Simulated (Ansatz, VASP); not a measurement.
One calculation of Ir, two programs

Contents of INCAR:

```
SYSTEM = Ir
  PREC = Accurate
  ENCUT = 520
  EDIFF = 1E-7
  ISMEAR = 0
  SIGMA = 0.15
  LREAL = .FALSE.
  LASPH = .TRUE.
  NELM = 80
  ALGO = Fast
  ISIF = 2
  LWAVE = .FALSE.
  LCHARG = .FALSE.
  GGA = PE
  NBANDS = 10
```

KPOINTS

```
regular mesh
0
G
  22 22 22
  0 0 0
```

Contents of POSCAR:

```
Ir
1.0
    0.0000000000      1.9197000000      2.0636775000
    1.9197000000      0.0000000000      2.0636775000
    1.9197000000      1.9197000000      0.0000000000
Ir
1
Direct
    0.0000000000      0.0000000000      0.0000000000
```

Input for Ansatz:

```yaml
crystal:
  lattice:
    - [0.0, 1.9197, 2.0636775]
    - [1.9197, 0.0, 2.0636775]
    - [1.9197, 1.9197, 0.0]
  atoms:
    - { symbol: Ir, position: [0.0, 0.0, 0.0] }
basis:
  ecutwfc: 420
kpoints:
  mp_grid: { grid: [22, 22, 22] }
hamiltonian:
  xc: pbe
scf:
  occupations: { method: gaussian, width: 0.15 }
output:
  forces: true
  stress: true
  eigenvalues: true
```

Change from the starting cell: strain +0.0750 x Voigt [0, 0, 1, 0, 0, 0], atoms carried along.

Alike in both runs: task single point; functional PBE; k mesh 22 × 22 × 22; occupations gaussian, width 0.15 eV; no spin polarisation.

|  | VASP | Ansatz |
| --- | --- | --- |
| version | VASP 6.6.1 | Ansatz 0.2.0 |
| potentials or method | VASP PAW PBE potentials, release 64 (Ir), cutoff 520 eV | scalar-relativistic, plane waves, PAW |
| valence electrons in the cell | 9 | 17 |

```tsv
	VASP	Ansatz	Ansatz less VASP
gap on the k mesh at the Fermi level (eV)	none	none	-
pressure (GPa)	-13.2	-13.5	-0.29
traceless stress, the component that is largest in VASP (GPa)	-14.86	-14.97	-0.104
```

A gap of «none» marks a metal or a gap that the smearing closes. VASP's potentials hold 9 valence electrons a cell and Ansatz's 17, so a difference there can come from the potentials and not from the codes.

Spin-orbit coupling is off throughout.
